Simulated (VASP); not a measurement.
# Zr5N6 in VASP: relaxation of the atoms with PBE

Aim: the relaxation of the atoms of Zr5N6 with PBE.

Everything below comes from runs of VASP 6.6.1. Logs are shortened: lines on timing, memory, paths and dates and some standing lists are left out, and cuts for length are marked.

## Step 1: The cell of the first run

The cell holds a slab with vacuum, 11 atoms: a = 3.249 Å, b = 3.249 Å, c = 28.264 Å, α = 90.00°, β = 90.00°, γ = 120.00°.

## Step 2: Relaxation of the atoms, PBE

INCAR

```
SYSTEM = Zr5N6
PREC = Accurate ; ENCUT = 520
EDIFF = 1E-7 ; ISMEAR = 0
SIGMA = 0.1 ; LREAL = .FALSE.
LASPH = .TRUE. ; NELM = 120
ALGO = Normal ; ISIF = 2
LWAVE = .FALSE. ; LCHARG = .FALSE.
LDIPOL = .TRUE. ; IDIPOL = 3
DIPOL = 0.5 0.5 0.500 ; GGA = PE
IBRION = 2 ; NSW = 80
EDIFFG = -0.02 ; GGA_COMPAT = .FALSE.
NELMIN = 4 ; NELMDL = -8
KPAR = 4
```

KPOINTS

```
regular mesh
0
G
  12 12 1
  0 0 0
```

POSCAR

```
Zr5N6
1.0
    3.2489094159      0.0000000000      0.0000000000
   -1.6244547079      2.8136380888      0.0000000000
    0.0000000000      0.0000000000     28.2636171491
N Zr
6 5
Direct
    0.3333333333      0.6666666667      0.2653588166
    0.0000000000      0.0000000000      0.3592152900
    0.6666666667      0.3333333333      0.4530717633
    0.3333333333      0.6666666667      0.5469282367
    0.0000000000      0.0000000000      0.6407847100
    0.6666666667      0.3333333333      0.7346411834
    0.6666666667      0.3333333333      0.3122870533
    0.3333333333      0.6666666667      0.4061435266
    0.0000000000      0.0000000000      0.5000000000
    0.6666666667      0.3333333333      0.5938564734
    0.3333333333      0.6666666667      0.6877129467
```

Potentials or basis: VASP PAW PBE potentials, release 64 (N, Zr_sv).

On the command line:

```sh
> cat potpaw_PBE.64/N/POTCAR potpaw_PBE.64/Zr_sv/POTCAR > POTCAR
> mpirun -np 4 vasp_std > vasp.out
```

OUTCAR:

```text
SYSTEM = Zr5N6
   PREC = Accurate
   ENCUT = 520
   EDIFF = 1E-7
   ISMEAR = 0
   LREAL = .FALSE.
   LASPH = .TRUE.
   NELM = 120
   ISIF = 2
   GGA = PE
   IBRION = 2
   NSW = 80
   EDIFFG = -0.02
   NELMIN = 4
   NELMDL = -8

 ion  position               nearest neighbor table
   1  0.333  0.667  0.265-   7 2.30   7 2.30   7 2.30
   2  0.000  0.000  0.359-   8 2.30   8 2.30   8 2.30   7 2.30   7 2.30   7 2.30
   3  0.667  0.333  0.453-   9 2.30   8 2.30   8 2.30   9 2.30   9 2.30   8 2.30
   4  0.333  0.667  0.547-   9 2.30  10 2.30  10 2.30   9 2.30   9 2.30  10 2.30
   5  0.000  0.000  0.641-  10 2.30  10 2.30  10 2.30  11 2.30  11 2.30  11 2.30
   6  0.667  0.333  0.735-  11 2.30  11 2.30  11 2.30
   7  0.667  0.333  0.312-   2 2.30   1 2.30   1 2.30   2 2.30   2 2.30   1 2.30   8 3.25   8 3.25
                             8 3.25
   8  0.333  0.667  0.406-   2 2.30   2 2.30   2 2.30   3 2.30   3 2.30   3 2.30   7 3.25   7 3.25
                             7 3.25   9 3.25   9 3.25   9 3.25
   9  0.000  0.000  0.500-   3 2.30   4 2.30   3 2.30   4 2.30   3 2.30   4 2.30   8 3.25  10 3.25
                            10 3.25   8 3.25   8 3.25  10 3.25
  10  0.667  0.333  0.594-   5 2.30   5 2.30   5 2.30   4 2.30   4 2.30   4 2.30  11 3.25  11 3.25
                            11 3.25   9 3.25   9 3.25   9 3.25
  11  0.333  0.667  0.688-   5 2.30   6 2.30   6 2.30   5 2.30   5 2.30   6 2.30  10 3.25  10 3.25
                            10 3.25

  LATTYP: Found a hexagonal cell.
 ALAT       =     3.2489094159
 C/A-ratio  =     8.6994167984

  Lattice vectors:

 A1 = (   3.2489094159,   0.0000000000,   0.0000000000)
 A2 = (  -1.6244547079,   2.8136380888,   0.0000000000)
 A3 = (   0.0000000000,   0.0000000000,  28.2636171491)

Analysis of symmetry for initial positions (statically):
=====================================================================
 Subroutine PRICEL returns:
 Original cell was already a primitive cell.

 Routine SETGRP: Setting up the symmetry group for a
 hexagonal supercell.

 Subroutine GETGRP returns: Found 12 space group operations
 (whereof 12 operations were pure point group operations)
 out of a pool of 24 trial point group operations.

The static configuration has the point symmetry D_3d.

Analysis of symmetry for dynamics (positions and initial velocities):
=====================================================================
 Subroutine PRICEL returns:
 Original cell was already a primitive cell.

 Routine SETGRP: Setting up the symmetry group for a
 hexagonal supercell.

 Subroutine GETGRP returns: Found 12 space group operations
 (whereof 12 operations were pure point group operations)
 out of a pool of 24 trial point group operations.

The dynamic configuration has the point symmetry D_3d.

 Subroutine INISYM returns: Found 12 space group operations
 (whereof 12 operations are pure point group operations),
 and found     1 'primitive' translations

----------------------------------------------------------------------------------------

                                     Primitive cell

  volume of cell :     258.3649

  direct lattice vectors                    reciprocal lattice vectors
     3.248909416  0.000000000  0.000000000     0.307795593  0.177705868  0.000000000
    -1.624454708  2.813638089  0.000000000     0.000000000  0.355411737  0.000000000
     0.000000000  0.000000000 28.263617149     0.000000000  0.000000000  0.035381176

  length of vectors
     3.248909416  3.248909416 28.263617149     0.355411737  0.355411737  0.035381176

  position of ions in fractional coordinates (direct lattice)
     0.333333333  0.666666667  0.265358817
     0.000000000  0.000000000  0.359215290
     0.666666667  0.333333333  0.453071763
     0.333333333  0.666666667  0.546928237
     0.000000000  0.000000000  0.640784710
     0.666666667  0.333333333  0.734641183
     0.666666667  0.333333333  0.312287053
     0.333333333  0.666666667  0.406143527
     0.000000000  0.000000000  0.500000000
     0.666666667  0.333333333  0.593856473
     0.333333333  0.666666667  0.687712947

  ion indices of the primitive-cell ions
   primitive index   ion index
                 1           1
                 2           2
                 3           3
                 4           4
                 5           5
                 6           6
                 7           7
                 8           8
                 9           9
                10          10
                11          11

----------------------------------------------------------------------------------------

 KPOINTS: regular mesh

Automatic generation of k-mesh.
 Grid dimensions read from file:
 generate k-points for:   12   12    1

 Generating k-lattice:

  Cartesian coordinates                     Fractional coordinates (reciprocal lattice)
     0.025649633  0.014808822  0.000000000     0.083333333 -0.000000000  0.000000000
     0.000000000  0.029617645  0.000000000     0.000000000  0.083333333  0.000000000
     0.000000000  0.000000000  0.035381176     0.000000000  0.000000000  1.000000000

  Length of vectors
     0.029617645  0.029617645  0.035381176

  Shift w.r.t. Gamma in fractional coordinates (k-lattice)
     0.000000000  0.000000000  0.000000000

 Subroutine IBZKPT returns following result:
 ===========================================

 Found     19 irreducible k-points:

 Following reciprocal coordinates:
            Coordinates               Weight
  0.000000  0.000000  0.000000      1.000000
  0.083333  0.000000  0.000000      6.000000
  0.166667 -0.000000  0.000000      6.000000
  0.250000 -0.000000  0.000000      6.000000
  0.333333 -0.000000  0.000000      6.000000
  0.416667 -0.000000  0.000000      6.000000
[... 11 lines left out ...]
  0.333333  0.250000  0.000000     12.000000
  0.333333  0.333333  0.000000      2.000000
   k-points           NKPTS =     19   k-points in BZ     NKDIM =     19   number of bands    NBANDS=     54
   number of dos      NEDOS =    301   number of ions     NIONS =     11
   total plane-waves  NPLWV = 120960
   dimension x,y,z NGX =    24 NGY =   24 NGZ =  210
   dimension x,y,z NGXF=    48 NGYF=   48 NGZF=  420
   ions per type =               6   5
   NGX,Y,Z   is equivalent  to a cutoff of  12.28, 12.28, 12.35 a.u.
   NGXF,Y,Z  is equivalent  to a cutoff of  24.56, 24.56, 24.70 a.u.
 SYSTEM =  Zr5N6
   PREC   = accura    normal or accurate (medium, high low for compatibility)
   ISTART =      0    job   : 0-new  1-cont  2-samecut
   ICHARG =      2    charge: 1-file 2-atom 10-const
   ISPIN  =      1    spin polarized calculation?
   LNONCOLLINEAR =      F non collinear calculations
   LSORBIT =      F    spin-orbit coupling
   LASPH  =      T    aspherical Exc in radial PAW
   ENCUT  =  520.0 eV  38.22 Ry    6.18 a.u.   6.04  6.04 52.55*2*pi/ulx,y,z
   NELM   =    120;   NELMIN=  4; NELMDL= -8     # of ELM steps
   EDIFF  = 0.1E-06   stopping-criterion for ELM
   LREAL  =      F    real-space projection
   EDIFFG = -.2E-01   stopping-criterion for IOM
   NSW    =     80    number of steps for IOM
   IBRION =      2    ionic relax: 0-MD 1-quasi-New 2-CG
   NFREE  =      1    steps in history (QN), initial steepest desc. (CG)
   ISIF   =      2    stress and relaxation
   ISYM   =      2    0-nonsym 1-usesym 2-fastsym
   POTIM  = 0.5000    time-step for ionic-motion
   TEBEG  =    0.0;   TEEND  =   0.0 temperature during run
   PSTRESS=    0.0 pullay stress
   NELECT =      90.0000    total number of electrons
   NUPDOWN=      -1.0000    fix difference up-down
   EMIN   =  10.00;   EMAX   =-10.00  energy-range for DOS
   EFERMI =   0.00;   METHOD = LEGACY
   ISMEAR =     0;   SIGMA  =   0.10  broadening in eV -4-tet -1-fermi 0-gaus
   EFERMI_NEDOS =   21; number of points for ismear=-14 and -15
   IALGO  =     38    algorithm
   IMIX   =      4    mixing-type and parameters
     AMIX     =   0.40;   BMIX     =  1.00
     AMIX_MAG =   1.60;   BMIX_MAG =  1.00
  volume/ion in A,a.u.               =      23.49       158.50
  Fermi-wavevector in a.u.,A,eV,Ry     =   1.151890  2.176757 18.052909  1.326851
  Thomas-Fermi vector in A             =   2.288545
   LORBIT       =      0    0 simple, 1 ext, 2 COOP (PROOUT), +10 PAW based schemes
   GGA     = PE    functional components
   LHFCALC =     F    Hartree Fock is set to
   AEXX    =    0.0000 exact exchange contribution
   IVDW    =     0    specifies the selected vdW correction
   LEPSILON=     F    determine dielectric tensor
   LRPA    =     F    only Hartree local field effects (RPA)
 conjugate gradient relaxation of ions
 non-spin polarized calculation
 Gauss-broadening in eV      SIGMA  =   0.10
  energy-cutoff  :      520.00
  volume of cell :      258.36
 maximum number of plane-waves:      7050
   NGX = 13   NGY = 13   NGZ =105

--------------------------------------- Ionic step        1  -------------------------------------------

 number of electron      90.0000008 magnetization

 Free energy of the ion-electron system (eV)
  ---------------------------------------------------
  ext. energy  EPLUGINS =         0.00000000
  ---------------------------------------------------
  free energy    TOTEN  =      -105.72637975 eV

  energy without entropy =     -105.69472317  energy(sigma->0) =     -105.71055146

------------------------ aborting loop because EDIFF is reached ----------------------------------------

  FORCE on cell =-STRESS in cart. coord.  units (eV):
  Direction    XX          YY          ZZ          XY          YZ          ZX
  --------------------------------------------------------------------------------------
  -------------------------------------------------------------------------------------
  Total       -0.7901789     -0.7901789     -8.1909884     -0.0000000     -0.0000000      0.0000000
  in kB       -4.9000716     -4.9000716    -50.7941050     -0.0000000     -0.0000000      0.0000000
  external PRESSURE =     -20.1980828 kB  Pullay stress =       0.0000000 kB
[... 116 lines left out ...]
  FREE ENERGIE OF THE ION-ELECTRON SYSTEM (eV)
  ---------------------------------------------------
  free  energy   TOTEN  =      -109.3322211088 eV

  energy  without entropy=     -109.3191925773  energy(sigma->0) =     -109.32570684

[... ionic steps 4 to 16 ...]

--------------------------------------- Ionic step       17  -------------------------------------------

 number of electron      90.0000008 magnetization

------------------------ aborting loop because EDIFF is reached ----------------------------------------
[... 79 lines left out ...]
  FREE ENERGIE OF THE ION-ELECTRON SYSTEM (eV)
  ---------------------------------------------------
  free  energy   TOTEN  =      -109.4254285436 eV

  energy  without entropy=     -109.4120082872  energy(sigma->0) =     -109.41871842

 dipolmoment           0.000000      0.000000     -0.000000 electrons x Angstroem

--------------------------------------- Ionic step       19  -------------------------------------------

 number of electron      90.0000008 magnetization

 dipolmoment           0.000000      0.000000      0.000000 electrons x Angstroem

 Free energy of the ion-electron system (eV)
  ---------------------------------------------------
  ext. energy  EPLUGINS =         0.00000000
  ---------------------------------------------------
  free energy    TOTEN  =      -109.42543668 eV

  energy without entropy =     -109.41201793  energy(sigma->0) =     -109.41872730

 E-fermi :   2.4909     XC(G=0):  -6.7249

 val. band max:        2.4825272113   @ k =   0.5000  -0.0000   0.0000
 cond. band min:       2.4930703926   @ k =   0.3333   0.2500   0.0000
 fundamental gap:      0.0105431814
 Fermi energy:         2.4908991430

 k-point     1 :       0.0000    0.0000    0.0000
  band No.  band energies     occupation
      1     -47.1756      2.00000
      2     -47.1627      2.00000
      3     -46.9952      2.00000
      4     -45.9920      2.00000
      5     -45.9920      2.00000
      6     -25.7545      2.00000
[... 1072 lines left out ...]
     53       5.4740      0.00000
     54       5.6561      0.00000

------------------------ aborting loop because EDIFF is reached ----------------------------------------

 vacuum level on the upper side and lower side of the slab       (xc-potential included)        -0.007        -0.007

  FORCE on cell =-STRESS in cart. coord.  units (eV):
  Direction    XX          YY          ZZ          XY          YZ          ZX
  --------------------------------------------------------------------------------------
  -------------------------------------------------------------------------------------
  Total        6.9761759      6.9761759     -0.0819339      0.0000000      0.0000000      0.0000000
  in kB       43.2607880     43.2607880     -0.5080897      0.0000000      0.0000000      0.0000000
  external PRESSURE =      28.6711621 kB  Pullay stress =       0.0000000 kB
[... 26 lines left out ...]
  FREE ENERGIE OF THE ION-ELECTRON SYSTEM (eV)
  ---------------------------------------------------
  free  energy   TOTEN  =      -109.4254366785 eV

  energy  without entropy=     -109.4120179302  energy(sigma->0) =     -109.41872730

 reached required accuracy - stopping structural energy minimisation

 vacuum level on the upper side and lower side of the slab         8.464         8.464
```

It took 16 min on 4 MPI ranks of Intel Xeon Platinum 8488C (Sapphire Rapids), shared host; peak memory 0.48 GiB.

What came out:

| Property | Result |
| --- | --- |
| Free energy | -109.4254 eV |
| Energy gained by relaxing | 336.3 meV/atom |
| Ionic steps | 19 |
| Largest force after relaxing | 0.013 eV/Å |
| Band gap on the k mesh | zero (bands 45 and 46 overlap by 1.06 eV) |

Forces on the atoms (eV/Å):
```
N    0.000  0.000 -0.010
N    0.000  0.000 -0.004
N    0.000  0.000  0.000
N    0.000  0.000  0.000
N    0.000  0.000  0.004
N    0.000  0.000  0.010
Zr   0.000  0.000  0.004
Zr   0.000  0.000  0.013
Zr   0.000  0.000  0.000
Zr   0.000  0.000 -0.013
Zr   0.000  0.000 -0.004
```

The path:
```
step  energy change (eV)  largest force (eV/Å)  pressure (GPa)
   1              0.0000                6.3205           -2.02
   2             -3.6057                1.0821            1.65
   3             -3.6058                1.0850            1.68
   4             -3.6648                0.4064            2.14
   5             -3.6714                0.3172            2.01
   6             -3.6854                0.1665            1.97
   7             -3.6892                0.2349            1.95
   8             -3.6930                0.0697            2.21
   9             -3.6930                0.0694            2.21
  10             -3.6942                0.0714            2.31
  11             -3.6946                0.1245            2.40
  12             -3.6954                0.1127            2.43
  13             -3.6970                0.0779            2.53
  14             -3.6967                0.1566            2.72
  15             -3.6974                0.0967            2.61
  16             -3.6984                0.0711            2.73
  17             -3.6989                0.0407            2.86
  18             -3.6990                0.0206            2.87
  19             -3.6991                0.0131            2.87
```

Final structure:
```cif
data_structure
_symmetry_space_group_name_H-M 'P 1'
_symmetry_Int_Tables_number 1
_cell_length_a 3.2489
_cell_length_b 3.2489
_cell_length_c 28.2636
_cell_angle_alpha 90.000
_cell_angle_beta 90.000
_cell_angle_gamma 120.000
_cell_volume 258.36
loop_
_atom_site_label
_atom_site_type_symbol
_atom_site_fract_x
_atom_site_fract_y
_atom_site_fract_z
_atom_site_occupancy
N1 N 0.33333 0.66667 0.27633 1
N2 N 0.00000 0.00000 0.36298 1
N3 N 0.66667 0.33333 0.45162 1
N4 N 0.33333 0.66667 0.54838 1
N5 N 0.00000 0.00000 0.63702 1
N6 N 0.66667 0.33333 0.72367 1
Zr1 Zr 0.66667 0.33333 0.30370 1
Zr2 Zr 0.33333 0.66667 0.40569 1
Zr3 Zr 0.00000 0.00000 0.50000 1
Zr4 Zr 0.66667 0.33333 0.59431 1
Zr5 Zr 0.33333 0.66667 0.69630 1
```
